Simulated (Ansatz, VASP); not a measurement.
# SrO in VASP and in Ansatz

```
CELL_PARAMETERS angstrom
0.00000 2.56630 2.56630
2.56630 0.00000 2.56630
2.56630 2.56630 0.00000
ATOMIC_POSITIONS crystal
Sr 0.50000 0.50000 0.50000
O 0.00000 0.00000 0.00000
```

Alike in both runs: task relaxation of cell and atoms; functional r2SCAN; k mesh 8 × 8 × 8; occupations gaussian, width 0.02 eV; no spin polarisation.

```csv
,VASP,Ansatz
version,VASP 6.6.1,Ansatz 0.2.0
potentials or method,"VASP PAW PBE potentials, release 64 (Sr_sv, O), cutoff 600 eV","scalar-relativistic, plane waves, PAW"
valence electrons in the cell,16,16
```

```csv
,VASP,Ansatz,Ansatz less VASP
"gap on the k mesh at the Fermi level, each at its own relaxed structure (eV)",3.75,3.80,+0.048
relaxed volume (Å³/atom),17.25,17.18,-0.073
relaxed cell length with the largest relative difference (Å),3.654,3.649,-0.0052
```

VASP's potentials were made for PBE, not for r2SCAN.
